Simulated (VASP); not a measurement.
# ZnS (Cm) in VASP: further runs

Runs on ZnS. Level: r2SCAN. Tasks: single point.

Everything below comes from runs of VASP 6.6.1. Logs are shortened: lines on timing, memory, paths and dates and some standing lists are left out, and cuts for length are marked.

## (1) The cell of the first run

Symmetry: Cm, No. 8, monoclinic system. The conventional cell has a = 6.597 Å, b = 3.809 Å, c = 12.766 Å, α = 90.00°, β = 102.44°, γ = 90.00°. Within 3.1 Å of Zn (site symmetry m) lie 4 S at 2.33 Å. Within 3.1 Å of Zn (site symmetry m) lie 4 S at 2.33 Å. Zn (site symmetry m) has 5 S at 2.33 to 3.06 Å within 3.1 Å. Within 3.1 Å of Zn (site symmetry m) lie 4 S at 2.33 to 2.34 Å. S (site symmetry m) has 4 Zn at 2.33 Å and 1 S at 3.17 Å within 3.2 Å. Within 3.1 Å of S (site symmetry m) lie 4 Zn at 2.33 Å. S (site symmetry m) has 5 Zn at 2.33 to 3.06 Å and 1 S at 3.17 Å within 3.2 Å. Within 3.1 Å of S (site symmetry m) lie 4 Zn at 2.33 to 2.34 Å.

## (2) Single point, r2SCAN (the part above a cut slid along it)

Contents of POSCAR:

```
ZnS
1.0
   -3.8087369231      0.0000000000      0.0000000000
   -1.9043684615     -3.2984629317      0.0000000000
   -3.3324543708     -1.9239934281     12.4664651483
Zn S
4 4
Direct
    0.6172009798      0.6172009798      0.6562643926
   -0.0911490202     -0.0911490202      0.1562643926
   -0.1952651526     -0.1952651526      0.9062206171
    0.4297181807      0.4297181807      0.4062206171
   -0.4919471377      0.5080528623      0.8433861439
   -0.2002971377     -0.2002971377      0.3433861439
    0.2786612972      0.2786612972      0.0937288464
    0.3203446306      0.3203446306      0.5937288464
```

Contents of INCAR.step1:

```
SYSTEM = ZnS
PREC = Accurate ; ENCUT = 520
ISMEAR = 0 ; SIGMA = 0.05
LREAL = .FALSE. ; LASPH = .TRUE.
NELM = 60 ; NBANDS = 46
GGA = PE ; ALGO = Normal
EDIFF = 1E-4 ; LWAVE = .TRUE.
LCHARG = .FALSE.
```

Contents of INCAR.step2:

```
SYSTEM = ZnS
PREC = Accurate ; ENCUT = 520
EDIFF = 1E-6 ; ISMEAR = 0
SIGMA = 0.05 ; LREAL = .FALSE.
LASPH = .TRUE. ; NELM = 60
ALGO = Normal ; ISIF = 2
LWAVE = .FALSE. ; LCHARG = .FALSE.
METAGGA = R2SCAN ; LMIXTAU = .TRUE.
NBANDS = 46 ; ISTART = 1
```

Contents of KPOINTS:

```
regular mesh
0
G
  7 7 2
  0 0 0
```

Potentials or basis: VASP PAW PBE potentials, release 64 (Zn, S).

Command:

```sh
$ cat potpaw_PBE.64/Zn/POTCAR potpaw_PBE.64/S/POTCAR > POTCAR
$ cp INCAR.step1 INCAR
$ mpirun -np 1 vasp_std > vasp.out
$ cp INCAR.step2 INCAR
$ mpirun -np 1 vasp_std > vasp.out
```

OUTCAR:

```text
SYSTEM = ZnS
   PREC = Accurate
   ENCUT = 520
   EDIFF = 1E-6
   ISMEAR = 0
   LREAL = .FALSE.
   LASPH = .TRUE.
   NELM = 60
   ISIF = 2
   METAGGA = R2SCAN
   ISTART = 1

 ion  position               nearest neighbor table
   1  0.617  0.617  0.656-   5 2.33   8 2.33   8 2.33   8 2.33
   2  0.909  0.909  0.156-   6 2.33   7 2.33   7 2.33   7 2.33
   3  0.805  0.805  0.906-   5 2.33   5 2.33   5 2.33
   4  0.430  0.430  0.406-   6 2.33   6 2.33   6 2.33   8 2.34
   5  0.508  0.508  0.843-   1 2.33   3 2.33   3 2.33   3 2.33
   6  0.800  0.800  0.343-   2 2.33   4 2.33   4 2.33   4 2.33
   7  0.279  0.279  0.094-   2 2.33   2 2.33   2 2.33
   8  0.320  0.320  0.594-   1 2.33   1 2.33   1 2.33   4 2.34

  LATTYP: Found a base centered monoclinic cell.
 ALAT       =     6.5969258634
 B/A-ratio  =     0.5773502692
 C/A-ratio  =     1.9351358340
 COS(beta)  =    -0.2153337211

  Lattice vectors:

 A1 = (  -3.8087369231,   0.0000000000,   0.0000000000)
 A2 = (  -1.9043684615,  -3.2984629317,   0.0000000000)
 A3 = (   2.3806510138,   1.3744695036,  12.4664651483)

Analysis of symmetry for initial positions (statically):
=====================================================================
 Subroutine PRICEL returns:
 Original cell was already a primitive cell.

 Routine SETGRP: Setting up the symmetry group for a
 base centered monoclinic supercell.

 Subroutine GETGRP returns: Found  2 space group operations
 (whereof  2 operations were pure point group operations)
 out of a pool of  4 trial point group operations.

The static configuration has the point symmetry C_1h.

Analysis of symmetry for dynamics (positions and initial velocities):
=====================================================================
 Subroutine PRICEL returns:
 Original cell was already a primitive cell.

 Routine SETGRP: Setting up the symmetry group for a
 base centered monoclinic supercell.

 Subroutine GETGRP returns: Found  2 space group operations
 (whereof  2 operations were pure point group operations)
 out of a pool of  4 trial point group operations.

The dynamic configuration has the point symmetry C_1h.

 Subroutine INISYM returns: Found  2 space group operations
 (whereof  2 operations are pure point group operations),
 and found     1 'primitive' translations

----------------------------------------------------------------------------------------

                                     Primitive cell

  volume of cell :     156.6159

  direct lattice vectors                    reciprocal lattice vectors
    -3.808736923  0.000000000  0.000000000    -0.262554233  0.151585757 -0.046789526
    -1.904368462 -3.298462932  0.000000000     0.000000000 -0.303171514 -0.046789526
    -3.332454371 -1.923993428 12.466465148     0.000000000  0.000000000  0.080215200

  length of vectors
     3.808736923  3.808736923 13.046829352     0.306760862  0.306760862  0.080215200

  position of ions in fractional coordinates (direct lattice)
     0.617200980  0.617200980  0.656264393
     0.908850980  0.908850980  0.156264393
     0.804734847  0.804734847  0.906220617
     0.429718181  0.429718181  0.406220617
     0.508052862  0.508052862  0.843386144
     0.799702862  0.799702862  0.343386144
     0.278661297  0.278661297  0.093728846
     0.320344631  0.320344631  0.593728846

  ion indices of the primitive-cell ions
   primitive index   ion index
                 1           1
                 2           2
                 3           3
                 4           4
                 5           5
                 6           6
                 7           7
                 8           8

----------------------------------------------------------------------------------------

 KPOINTS: regular mesh

Automatic generation of k-mesh.
 Grid dimensions read from file:
 generate k-points for:    7    7    2

 Generating k-lattice:

  Cartesian coordinates                     Fractional coordinates (reciprocal lattice)
    -0.037507748  0.021655108 -0.006684218     0.142857143  0.000000000  0.000000000
     0.000000000 -0.043310216 -0.006684218     0.000000000  0.142857143 -0.000000000
     0.000000000  0.000000000  0.040107600     0.000000000  0.000000000  0.500000000

  Length of vectors
     0.043822980  0.043822980  0.040107600

  Shift w.r.t. Gamma in fractional coordinates (k-lattice)
     0.000000000  0.000000000  0.000000000

 Subroutine IBZKPT returns following result:
 ===========================================

 Found     32 irreducible k-points:

 Following reciprocal coordinates:
            Coordinates               Weight
  0.000000  0.000000  0.000000      1.000000
  0.142857 -0.000000 -0.000000      4.000000
  0.285714  0.000000  0.000000      4.000000
  0.428571 -0.000000  0.000000      4.000000
  0.142857  0.142857  0.000000      2.000000
  0.285714  0.142857  0.000000      4.000000
[... 16 lines left out ...]
  0.428571  0.142857  0.500000      4.000000
 -0.428571  0.142857  0.500000      4.000000
 [... further k-points ...]
   k-points           NKPTS =     32   k-points in BZ     NKDIM =     32   number of bands    NBANDS=     46
   number of dos      NEDOS =    301   number of ions     NIONS =      8
   total plane-waves  NPLWV =  76832
   dimension x,y,z NGX =    28 NGY =   28 NGZ =   98
   dimension x,y,z NGXF=    56 NGYF=   56 NGZF=  196
   ions per type =               4   4
   NGX,Y,Z   is equivalent  to a cutoff of  12.22, 12.22, 12.49 a.u.
   NGXF,Y,Z  is equivalent  to a cutoff of  24.44, 24.44, 24.97 a.u.
 SYSTEM =  ZnS
   PREC   = accura    normal or accurate (medium, high low for compatibility)
   ISTART =      1    job   : 0-new  1-cont  2-samecut
   ICHARG =      0    charge: 1-file 2-atom 10-const
   ISPIN  =      1    spin polarized calculation?
   LNONCOLLINEAR =      F non collinear calculations
   LSORBIT =      F    spin-orbit coupling
   LASPH  =      T    aspherical Exc in radial PAW
   ENCUT  =  520.0 eV  38.22 Ry    6.18 a.u.   7.08  7.08 24.26*2*pi/ulx,y,z
   NELM   =     60;   NELMIN=  2; NELMDL=  0     # of ELM steps
   EDIFF  = 0.1E-05   stopping-criterion for ELM
   LREAL  =      F    real-space projection
   EDIFFG = 0.1E-04   stopping-criterion for IOM
   NSW    =      0    number of steps for IOM
   IBRION =     -1    ionic relax: 0-MD 1-quasi-New 2-CG
   NFREE  =      0    steps in history (QN), initial steepest desc. (CG)
   ISIF   =      2    stress and relaxation
   ISYM   =      2    0-nonsym 1-usesym 2-fastsym
   POTIM  = 0.5000    time-step for ionic-motion
   TEBEG  =    0.0;   TEEND  =   0.0 temperature during run
   PSTRESS=    0.0 pullay stress
   NELECT =      72.0000    total number of electrons
   NUPDOWN=      -1.0000    fix difference up-down
   EMIN   =  10.00;   EMAX   =-10.00  energy-range for DOS
   EFERMI =   0.00;   METHOD = LEGACY
   ISMEAR =     0;   SIGMA  =   0.05  broadening in eV -4-tet -1-fermi 0-gaus
   EFERMI_NEDOS =   21; number of points for ismear=-14 and -15
   IALGO  =     38    algorithm
   IMIX   =      4    mixing-type and parameters
     AMIX     =   0.40;   BMIX     =  1.00
     AMIX_MAG =   1.60;   BMIX_MAG =  1.00
  volume/ion in A,a.u.               =      19.58       132.11
  Fermi-wavevector in a.u.,A,eV,Ry     =   1.263495  2.387660 21.720624  1.596421
  Thomas-Fermi vector in A             =   2.396849
   LORBIT       =      0    0 simple, 1 ext, 2 COOP (PROOUT), +10 PAW based schemes
   METAGGA = R2SCAN    functional components
   LHFCALC =     F    Hartree Fock is set to
   AEXX    =    0.0000 exact exchange contribution
   IVDW    =     0    specifies the selected vdW correction
   LEPSILON=     F    determine dielectric tensor
   LRPA    =     F    only Hartree local field effects (RPA)
 non-spin polarized calculation
 Gauss-broadening in eV      SIGMA  =   0.05
  energy-cutoff  :      520.00
  volume of cell :      156.62
 maximum number of plane-waves:      4241
   NGX = 15   NGY = 15   NGZ = 49

 number of electron      72.0000019 magnetization

 Free energy of the ion-electron system (eV)
  ---------------------------------------------------
  ext. energy  EPLUGINS =         0.00000000
  ---------------------------------------------------
  free energy    TOTEN  =       -74.48133413 eV

  energy without entropy =      -74.48133413  energy(sigma->0) =      -74.48133413

 E-fermi :   2.4481     XC(G=0): -10.3438

 val. band max:        2.2446587270   @ k =   0.0000   0.0000   0.0000
 cond. band min:       4.0417754824   @ k =   0.0000   0.0000   0.0000
 fundamental gap:      1.7971167553
 Fermi energy:         2.4481431250

 k-point     1 :       0.0000    0.0000    0.0000
  band No.  band energies     occupation
      1     -12.0065      2.00000
      2     -11.4322      2.00000
      3     -11.1059      2.00000
      4     -10.5411      2.00000
      5      -5.1559      2.00000
      6      -5.1515      2.00000
[... 38 lines left out ...]
     45       8.9932      0.00000
     46       9.0648      0.00000

 k-point     2 :       0.1429   -0.0000   -0.0000
  band No.  band energies     occupation
      1     -11.8776      2.00000
      2     -11.3210      2.00000
      3     -10.9815      2.00000
      4     -10.4464      2.00000
      5      -5.1489      2.00000
      6      -5.1214      2.00000
[... 38 lines left out ...]
     45       9.0291      0.00000
     46       9.4066      0.00000

 k-point     3 :       0.2857    0.0000    0.0000
  band No.  band energies     occupation
      1     -11.5609      2.00000
      2     -11.0425      2.00000
      3     -10.6928      2.00000
      4     -10.2170      2.00000
      5      -5.1194      2.00000
      6      -5.0511      2.00000
[... 38 lines left out ...]
     45       9.7260      0.00000
     46       9.9734      0.00000

 k-point     4 :       0.4286   -0.0000    0.0000
  band No.  band energies     occupation
      1     -11.2720      2.00000
      2     -10.7800      2.00000
      3     -10.4580      2.00000
      4     -10.0098      2.00000
      5      -5.0763      2.00000
      6      -5.0035      2.00000
[... 920 lines left out ...]
     45       9.0042      0.00000
     46       9.4867      0.00000

 k-point    23 :       0.4286    0.1429    0.5000
  band No.  band energies     occupation
      1     -11.3450      2.00000
      2     -10.8391      2.00000
      3     -10.5198      2.00000
      4     -10.0599      2.00000
      5      -5.0587      2.00000
      6      -5.0002      2.00000
[... 38 lines left out ...]
     45       9.3728      0.00000
     46       9.8175      0.00000

 k-point    24 :      -0.4286    0.1429    0.5000
  band No.  band energies     occupation
      1     -11.1918      2.00000
      2     -10.7012      2.00000
      3     -10.3994      2.00000
      4      -9.9499      2.00000
      5      -5.0420      2.00000
      6      -4.9687      2.00000
[... 38 lines left out ...]
     45       9.1636      0.00000
     46      10.1453      0.00000

 [... further k-points ...]
[... 5 lines left out ...]
  --------------------------------------------------------------------------------------
  -------------------------------------------------------------------------------------
  Total       -1.1336721     -1.6259356      1.9530636      0.4263127      0.6685139      1.1579554
  in kB      -11.5974399    -16.6332843     19.9797962      4.3611692      6.8388825     11.8458580
  external PRESSURE =      -2.7503093 kB  Pullay stress =       0.0000000 kB

 VOLUME and BASIS-vectors are now :
 -----------------------------------------------------------------------------
  energy-cutoff  :      520.00
  volume of cell :      156.62
      direct lattice vectors                 reciprocal lattice vectors
    -3.808736923  0.000000000  0.000000000    -0.262554233  0.151585757 -0.046789526
    -1.904368462 -3.298462932  0.000000000     0.000000000 -0.303171514 -0.046789526
    -3.332454371 -1.923993428 12.466465148     0.000000000  0.000000000  0.080215200

 POSITION                                       TOTAL-FORCE (eV/Angst)
 -----------------------------------------------------------------------------------
     -5.71311     -3.29846      8.18130        -0.031452     -0.018159     -0.220474
     -5.71311     -3.29846      1.94806        -0.142698     -0.082387      0.131196
     -7.61747     -4.39795     11.29737        -0.041776     -0.024120      0.044310
     -3.80874     -2.19898      5.06414        -0.015803     -0.009124     -0.215435
     -5.71311     -3.29846     10.51404        -0.233934     -0.135062     -0.183236
     -5.71311     -3.29846      4.28081         0.033579      0.019387      0.238375
     -1.90437     -1.09949      1.16847         0.443824      0.256242      0.035367
     -3.80874     -2.19898      7.40170        -0.011740     -0.006778      0.169897
 -----------------------------------------------------------------------------------
    total drift:                               -0.003675     -0.002122     -0.030050

  FREE ENERGIE OF THE ION-ELECTRON SYSTEM (eV)
  ---------------------------------------------------
  free  energy   TOTEN  =       -74.4813341300 eV

  energy  without entropy=      -74.4813341300  energy(sigma->0) =      -74.48133413
```

It took 22 min on 1 thread of Oxide Virtual Turin-like, shared host; peak memory 0.36 GiB.

What came out:

| Item | Value |
| --- | --- |
| Free energy | -74.4813 eV |
| Pressure | -0.3 GPa |
| Largest force | 0.514 eV/Å |
| Band gap on the k mesh | 1.80 eV |

Forces on the atoms (eV/Å):
```
Zn  -0.031 -0.018 -0.220
Zn  -0.143 -0.082  0.131
Zn  -0.042 -0.024  0.044
Zn  -0.016 -0.009 -0.215
S   -0.234 -0.135 -0.183
S    0.034  0.019  0.238
S    0.444  0.256  0.035
S   -0.012 -0.007  0.170
```

Caveat: the cell differs from its parent crystal (the part above a cut slid along it); the PAW data sets were made with another functional, which shifts forces and pressure a little. A k mesh can miss the band edges.

## (3) Single point, r2SCAN (the part above a cut slid along it)

Contents of POSCAR:

```
ZnS
1.0
   -3.8087369231      0.0000000000      0.0000000000
   -1.9043684615     -3.2984629317      0.0000000000
   -4.2848290384     -2.4738471988     12.4664651483
Zn S
4 4
Direct
    0.5078017055      0.5078017055      0.6562643926
   -0.1171982945     -0.1171982945      0.1562643926
   -0.3463321295     -0.3463321295      0.9062206171
    0.3620012038      0.3620012038      0.4062206171
   -0.6325396079      0.3674603921      0.8433861439
   -0.2575396079     -0.2575396079      0.3433861439
    0.2630366985      0.2630366985      0.0937288464
    0.2213700319      0.2213700319      0.5937288464
```

Contents of INCAR.step1:

```
ALGO = Normal
EDIFF = 1E-4
ENCUT = 520
GGA = PE
ISMEAR = 0
LASPH = T
LCHARG = F
LREAL = F
LWAVE = T
NBANDS = 46
NELM = 80
PREC = Accurate
SIGMA = 0.05
```

Contents of INCAR.step2:

```
ALGO = Normal
EDIFF = 1E-7
ENCUT = 520
ISIF = 2
ISMEAR = 0
ISTART = 1
LASPH = T
LCHARG = F
LMIXTAU = T
LREAL = F
LWAVE = F
METAGGA = R2SCAN
NBANDS = 46
NELM = 80
PREC = Accurate
SIGMA = 0.05
```

Contents of KPOINTS:

```
k-points
0
Gamma
  7 7 2
```

Potentials or basis: VASP PAW PBE potentials, release 64 (Zn, S).

Command:

```sh
$ cat potpaw_PBE.64/Zn/POTCAR potpaw_PBE.64/S/POTCAR > POTCAR
$ cp INCAR.step1 INCAR
$ mpirun -np 1 vasp_std > vasp.out
$ cp INCAR.step2 INCAR
$ mpirun -np 1 vasp_std > vasp.out
```

It took 30 min on 1 thread of Oxide Virtual Turin-like, shared host; peak memory 0.36 GiB.

Results (log left out):

* Free energy: -74.5466 eV
* Pressure: -0.3 GPa
* Largest force: 0.802 eV/Å
* Band gap on the k mesh: 1.87 eV

Forces on the atoms (eV/Å):
```
Zn   0.040  0.023 -0.187
Zn   0.146  0.084  0.127
Zn   0.239  0.138  0.109
Zn   0.017  0.010 -0.196
S    0.278  0.161 -0.204
S   -0.045 -0.026  0.212
S   -0.695 -0.401 -0.008
S    0.020  0.012  0.148
```

Stress tensor (GPa, compression positive):
```
-1.35 -0.07 -1.93
-0.07 -1.28 -1.12
-1.93 -1.12  1.87
```

Levels at points of the mesh, in eV from the valence-band top:
```tsv
k point	band 34	band 35	band 36	band 37	band 38	band 39
(0.00, 0.00, 0.00)	-0.25	-0.17	0.00	1.87	3.37	3.68
(0.00, 0.00, 0.50)	-0.56	-0.19	-0.15	2.26	3.33	3.55
```

Caveat: the cell differs from its parent crystal (the part above a cut slid along it); the PAW data sets were made with another functional, which shifts forces and pressure a little.
